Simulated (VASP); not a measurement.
**CsPbCl3: single point with b88 exchange, pbe correlation**

The system is CsPbCl3.

```
Pb Cs Cl
1.0
     5.67876    0.00000    0.00000
     0.00000    5.67876    0.00000
     0.00000    0.00000    5.67876
Pb Cs Cl
1 1 3
Direct
  0.50000 0.50000 0.50000
  0.00000 0.00000 0.00000
  0.50000 0.00000 0.50000
  0.00000 0.50000 0.50000
  0.50000 0.50000 0.00000
```

- Program: VASP 6.6.1
- Task: single point
- Functional: b88 exchange, pbe correlation
- Potentials or basis: VASP PAW PBE potentials, release 64 (Pb_d, Cs_sv, Cl)
- Cutoff: 500 eV
- k mesh: 5 × 5 × 5
- Occupations: fermi-dirac, width 0.05 eV
- Spin: no spin polarisation
- Dipole correction: no
- Further INCAR settings: ALGO = Normal; EDIFF = 1e-06; NBANDS = 30

```yaml
Pressure: 0.8 GPa
Band_gap_on_the_k_mesh: 3.06 eV
```

Levels at points of the mesh, in eV from the valence-band top:
```csv
k point,band 19,band 20,band 21,band 22,band 23,band 24,band 25,band 26
"(0.00, 0.00, 0.00)",-1.78,-1.70,-1.70,-1.70,4.30,5.30,5.30,6.10
```

It took 44 s on 1 thread of Intel(R) Xeon(R) 6975P-C (Granite Rapids), on a shared host, peak memory 0.27 GiB.

Caveat: the PAW data sets were made with another functional, which shifts forces and pressure a little; spin-orbit coupling is left out, which moves the levels of the heavy elements; an odd mesh through Γ misses points on the zone boundary, where band edges can lie.
